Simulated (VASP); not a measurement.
Write the native input for VASP 6.6.1 that does the following.

* Task: single point
* Functional: PBEsol
* Potentials or basis: VASP PAW PBE potentials, release 64 (Sn_d, O)
* Cutoff: 520 eV
* k mesh: 10 × 10 × 8
* Occupations: gaussian, width 0.15 eV
* Spin: no spin polarisation
* Dipole correction: no
* Further INCAR settings: ALGO = Normal; EDIFF = 1e-06; NBANDS = 28

The structure of SnO lies in POSCAR:

```
SnO
1.0
    3.8046173858      0.0000000000      0.0000000000
    0.0000000000      3.8046173858      0.0000000000
    0.0000000000      0.0000000000      4.7499281069
Sn O
2 2
Direct
    0.0000000000      0.5000000000      0.2425296443
    0.5000000000      0.0000000000      0.7574703557
    0.0000000000      0.0000000000      0.0000000000
    0.5000000000      0.5000000000      0.0000000000
```

One way to write it, as run:

INCAR

```
SYSTEM = SnO
PREC = Accurate
ENCUT = 520
EDIFF = 1E-6
ISMEAR = 0
SIGMA = 0.15
LREAL = .False.
LASPH = .True.
NELM = 80
ALGO = Normal
ISIF = 2
LWAVE = .False.
LCHARG = .False.
GGA = PS
NBANDS = 28
```

KPOINTS

```
Automatic mesh
0
Gamma
  10 10 8
  0 0 0
```

Potentials or basis: VASP PAW PBE potentials, release 64 (Sn_d, O).

Launch:

```bash
$ cat potpaw_PBE.64/Sn_d/POTCAR potpaw_PBE.64/O/POTCAR > POTCAR
$ mpirun -np 1 vasp_std > vasp.out
```

It gave:

```yaml
Pressure: 0.3 GPa
Largest_force: 0.098 eV/Å
Band_gap_on_the_k_mesh: zero (band 20 reaches 7.23 eV, above the bottom of band 21 at 7.13 eV)
```

Caveat: the PAW data sets were made with another functional, which shifts forces and pressure a little; spin-orbit coupling is left out, which moves the levels of the heavy elements.

It took 2 min on 1 thread of Intel(R) Xeon(R) Platinum 8259CL CPU @ 2.50GHz (Skylake/Cascade Lake) (shared host), peak memory 0.28 GiB.
